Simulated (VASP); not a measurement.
Write the native input for VASP 6.6.1 that does the following.

```
Task                   : single point
Functional             : PBE
Potentials or basis    : VASP PAW PBE potentials, release 64 (Cu, O)
Cutoff                 : 520 eV
k mesh                 : 9 × 9 × 5
Occupations            : fermi-dirac, width 0.05 eV
Spin                   : no spin polarisation
Dipole correction      : no
Further INCAR settings : ALGO = Normal; EDIFF = 1e-07; NBANDS = 25
```

The structure of CuO lies in POSCAR:

```
CuO
1.0
    2.8601748718      0.0000000000      0.0000000000
    0.0388105168      2.8599548740      0.0000000000
    0.0173779641      0.0171291597      5.1415976211
Cu O
2 2
Direct
    0.0000000000      0.5000000000      0.0000000000
    0.5000000000      0.0000000000      0.5000000000
    0.9984239700      0.0016717800      0.7498871000
    0.0015760300      0.9983282200      0.2501129000
```

One way to write it, as run:

INCAR

```
PREC = Accurate ; ENCUT = 520
EDIFF = 1E-7 ; ISMEAR = -1
SIGMA = 0.05 ; LREAL = False
LASPH = True ; NELM = 60
ALGO = Normal ; ISIF = 2
LWAVE = False ; LCHARG = False
GGA = PE ; NBANDS = 25
```

KPOINTS

```
regular mesh
0
Gamma
  9 9 5
```

Potentials or basis: VASP PAW PBE potentials, release 64 (Cu, O).

Run with:

```bash
$ cat potpaw_PBE.64/Cu/POTCAR potpaw_PBE.64/O/POTCAR > POTCAR
$ mpirun -np 1 vasp_std > vasp.out
```

Results of the run:

The pressure is 10.4 GPa. The largest force is 0.011 eV/Å and the band gap on the k mesh is zero (band 17 reaches 6.21 eV, above the bottom of band 18 at 5.25 eV).

Caveat: semilocal functionals often make such compounds metallic where correlation or magnetic order opens a gap, which also shifts bond lengths.

Wall time 2 min on 1 thread of Intel(R) Xeon(R) Platinum 8488C (Sapphire Rapids) (shared host), peak memory 0.29 GiB.
